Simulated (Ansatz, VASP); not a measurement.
## Two plane-wave programs on AlN

The input INCAR:

```
  ALGO = Normal
  EDIFF = 1E-6
  ENCUT = 600
  GGA = PS
  GGA_COMPAT = F
  ISIF = 2
  ISMEAR = 0
  LASPH = T
  LCHARG = F
  LREAL = F
  LWAVE = F
  NBANDS = 16
  NELM = 120
  PREC = Accurate
  SIGMA = 0.05
```

Contents of KPOINTS:

```
k-points
0
Gamma
  12 12 6
```

POSCAR

```
AlN
1.0
    2.9891449405      0.0000000000      0.0000000000
   -1.4945724703      2.5886754541      0.0000000000
    0.0000000000      0.0000000000      4.7840798845
Al N
2 2
Direct
    0.3333333333      0.6666666667      0.0015080761
    0.6666666667      0.3333333333      0.5015080761
    0.3333333333      0.6666666667      0.3834919239
    0.6666666667      0.3333333333      0.8834919239
```

Input for Ansatz:

```yaml
crystal:
  lattice:
    - [2.9891449405, 0.0, 0.0]
    - [-1.4945724703, 2.5886754541, 0.0]
    - [0.0, 0.0, 4.7840798845]
  atoms:
    - { symbol: Al, position: [0.3333333333, 0.6666666667, 0.0015080761] }
    - { symbol: Al, position: [0.6666666667, 0.3333333333, 0.5015080761] }
    - { symbol: "N", position: [0.3333333333, 0.6666666667, 0.3834919239] }
    - { symbol: "N", position: [0.6666666667, 0.3333333333, 0.8834919239] }
basis:
  ecutwfc: 420
kpoints:
  mp_grid: { grid: [12, 12, 6] }
hamiltonian:
  xc: pbesol
scf:
  occupations: { method: gaussian, width: 0.05 }
output:
  forces: true
  stress: true
  eigenvalues: true
```

Change from the starting cell: strain -0.040 along x and y, -0.040 along z, atoms carried along.

Alike in both runs: task single point; functional PBEsol; k mesh 12 × 12 × 6; occupations gaussian, width 0.05 eV; no spin polarisation.

```csv
,VASP,Ansatz
version,VASP 6.6.1,Ansatz 0.2.0
potentials or method,"VASP PAW PBE potentials, release 64 (Al, N), cutoff 600 eV","scalar-relativistic, plane waves, PAW"
valence electrons in the cell,16,16
```

|  | VASP | Ansatz | Ansatz less VASP |
| --- | --- | --- | --- |
| gap on the k mesh at the Fermi level (eV) | 4.92 | 4.93 | +0.011 |
| least direct gap on the mesh (eV) | 5.22 | 5.20 | -0.022 |
| pressure (GPa) | 31.3 | 31.2 | -0.14 |
| traceless stress, the component that is largest in VASP (GPa) | -1.50 | -1.47 | +0.026 |
| rms of the force components (eV/Å) | 0.034 | 0.033 | -0.0004 |

VASP's potentials were made for PBE, not for PBEsol. Atom by atom the forces differ by 0.000 eV/Å (rms over components). Both programs put the cell under a high pressure, so it lies far from rest at this level.
